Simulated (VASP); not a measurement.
Wanted: the native input for a VASP 6.6.1 run.

* Task: single point
* Functional: r2SCAN
* Potentials or basis: VASP PAW PBE potentials, release 64 (Sn_d, Se)
* Cutoff: 520 eV
* k mesh: 10 × 10 × 10
* Occupations: gaussian, width 0.05 eV
* Spin: no spin polarisation
* Dipole correction: no
* Further INCAR settings: ALGO = Normal; EDIFF = 1e-06; NBANDS = 17

SnSe:

```
Sn Se
1.0
     0.00000    3.01000    3.01000
     3.01000    0.00000    3.01000
     3.01000    3.01000    0.00000
Sn Se
1 1
Direct
  0.00000 0.00000 0.00000
  0.54983 0.54983 0.45017
```

This cell differs from its parent crystal: all Se atoms moved -0.300 Å, as atom 2 towards its neighbour atom 1 (Sn) at 3.010 Å.

One way to write it, as run:

POSCAR

```
SnSe
1.0
    0.0000000000      3.0100000000      3.0100000000
    3.0100000000      0.0000000000      3.0100000000
    3.0100000000      3.0100000000      0.0000000000
Sn Se
1 1
Direct
    0.0000000000      0.0000000000      0.0000000000
    0.5498338870      0.5498338870      0.4501661130
```

INCAR.step1

```
SYSTEM = SnSe
PREC = Accurate ; ENCUT = 520
ISMEAR = 0 ; SIGMA = 0.05
LREAL = .FALSE. ; LASPH = .TRUE.
NELM = 80 ; NBANDS = 17
GGA = PE ; ALGO = Normal
EDIFF = 1E-4 ; LWAVE = .TRUE.
LCHARG = .FALSE.
```

INCAR.step2

```
SYSTEM = SnSe
PREC = Accurate ; ENCUT = 520
EDIFF = 1E-6 ; ISMEAR = 0
SIGMA = 0.05 ; LREAL = .FALSE.
LASPH = .TRUE. ; NELM = 80
ALGO = Normal ; ISIF = 2
LWAVE = .FALSE. ; LCHARG = .TRUE.
METAGGA = R2SCAN ; LMIXTAU = .TRUE.
LELF = .TRUE. ; LVHAR = .TRUE.
NBANDS = 17 ; ISTART = 1
```

KPOINTS

```
Automatic mesh
0
G
  10 10 10
  0 0 0
```

Potentials or basis: VASP PAW PBE potentials, release 64 (Sn_d, Se).

Run with:

```console
$ cat potpaw_PBE.64/Sn_d/POTCAR potpaw_PBE.64/Se/POTCAR > POTCAR
$ cp INCAR.step1 INCAR
$ mpirun -np 1 vasp_std > vasp.out
$ cp INCAR.step2 INCAR
$ mpirun -np 1 vasp_std > vasp.out
```

It gave:

* Pressure: 1.4 GPa
* Largest force: 0.287 eV/Å
* Band gap on the k mesh: 0.80 eV (least direct gap 0.84 eV)

Caveat: the cell differs from its parent crystal (all Se atoms moved -0.300 Å, as atom 2 towards its neighbour atom 1 (Sn) at 3.010 Å); the PAW data sets were made with another functional, which shifts forces and pressure a little; spin-orbit coupling is left out, which moves the levels of the heavy elements.

It took 84 s on 1 thread of Intel(R) Xeon(R) 6975P-C (Granite Rapids), on a shared host, peak memory 0.25 GiB.
